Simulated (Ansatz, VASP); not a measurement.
Given: the input of a run of VASP 6.6.1 on PtSe2.

The input INCAR:

```
SYSTEM = PtSe2
PREC     = Accurate       ! precision mode
ENCUT    = 520            ! plane-wave cutoff, eV
EDIFF    = 1E-6           ! SCF threshold, eV
ISMEAR   = -1             ! smearing method
SIGMA    = 0.04           ! smearing width, eV
LREAL    = .False.        ! projectors in reciprocal space
LASPH    = .True.         ! aspherical terms in the spheres
NELM     = 100            ! most SCF steps
ALGO     = Normal         ! electronic algorithm
ISIF     = 2              ! what is computed and relaxed
LWAVE    = .False.        ! write WAVECAR
LCHARG   = .False.        ! write CHGCAR
GGA      = PE             ! functional
NBANDS   = 18             ! bands
```

The input KPOINTS:

```
regular mesh
0
Gamma
  6 6 4
  0 0 0
```

Contents of POSCAR:

```
PtSe2
1.0
    3.7240000000      0.0000000000      0.0000000000
   -1.8620000000      3.2250786037      0.0000000000
    0.0000000000      0.0000000000      5.0620000000
Pt Se
1 2
Direct
    0.0000000000      0.0000000000      0.0000000000
    0.6666666667      0.3333333333      0.7500000000
    0.3333333333      0.6666666667      0.2500000000
```

Potentials or basis: VASP PAW PBE potentials, release 64 (Pt, Se).

The run is started by

```console
$ cat potpaw_PBE.64/Pt/POTCAR potpaw_PBE.64/Se/POTCAR > POTCAR
$ mpirun -np 1 vasp_std > vasp.out
```

Task: Set up the same calculation for Ansatz 0.2.0. Potentials there: all-electron LAPW, scalar-relativistic.

Result: As run (the cutoff follows the program's own potentials):

input.yaml

```yaml
crystal:
  lattice:
    - [3.724, 0.0, 0.0]
    - [-1.862, 3.2250786037, 0.0]
    - [0.0, 0.0, 5.062]
  atoms:
    - { symbol: Pt, position: [0.0, 0.0, 0.0] }
    - { symbol: Se, position: [0.6666666667, 0.3333333333, 0.75] }
    - { symbol: Se, position: [0.3333333333, 0.6666666667, 0.25] }
kpoints:
  mp_grid: { grid: [6, 6, 4] }
scf:
  occupations: { method: fermi_dirac, width: 0.04 }
hamiltonian:
  xc: pbe
  pseudopotentials: { kind: all_electron, lapw: { basis_error: 0.003 } }
output:
  forces: true
  stress: true
  eigenvalues: true
```

Potentials or basis: all-electron LAPW, scalar-relativistic.

The run is started by

```console
$ ansatz run input.yaml --threads 2 --pin off --max-ram 6144MiB --backend cpu --events-out ev --progress --plain --runs-dir out
```

Both were run:

|  | VASP | Ansatz | Ansatz less VASP |
| --- | --- | --- | --- |
| gap on the k mesh at the Fermi level (eV) | none | none | - |
| pressure (GPa) | 7.3 | 7.4 | +0.02 |
| traceless stress, the component that is largest in VASP (GPa) | -1.26 | -1.25 | +0.012 |
| rms of the force components (eV/Å) | 0.273 | 0.268 | -0.0055 |

Atom by atom the forces differ by 0.005 eV/Å (rms over components). A gap of «none» marks a metal or a gap that the smearing closes. Ansatz ran all-electron here, and VASP with PAW potentials.

Spin-orbit coupling is off throughout. Noted on Ansatz's run: the k mesh is thin for a metal, which can move the energy by tens of meV per atom.
